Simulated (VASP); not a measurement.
A run of VASP 6.6.1 is set up as follows.

The input INCAR:

```
PREC     = Accurate       # precision mode
ENCUT    = 520            # plane-wave cutoff, eV
EDIFF    = 1E-6           # SCF threshold, eV
ISMEAR   = 0              # smearing method
SIGMA    = 0.15           # smearing width, eV
LREAL    = False          # projectors in reciprocal space
LASPH    = True           # aspherical terms in the spheres
NELM     = 80             # most SCF steps
ALGO     = Normal         # electronic algorithm
ISIF     = 2              # what is computed and relaxed
LWAVE    = False          # write WAVECAR
LCHARG   = False          # write CHGCAR
NBANDS   = 10             # bands
```

KPOINTS

```
Automatic mesh
0
Gamma
  18 18 10
```

The input POSCAR:

```
Al
1.0
    2.8865000000      0.0000000000      0.0000000000
   -1.4432500000      2.4997823280      0.0000000000
    0.0000000000      0.0000000000      4.8034000000
Al
2
Direct
    0.6666666667      0.3333333333      0.7500000000
    0.3333333333      0.6666666667      0.2500000000
```

Potentials or basis: VASP PAW LDA potentials, release 64 (Al).

The run is started by

```sh
$ cat potpaw_LDA.64/Al/POTCAR > POTCAR
$ mpirun -np 1 vasp_std > vasp.out
```

(1) What does it give for the pressure?

(2) Estimate the band gap on the k mesh.

Results:

(1) -5.5 GPa.

(2) zero (band 3 reaches 11.18 eV, above the bottom of band 4 at 4.16 eV).
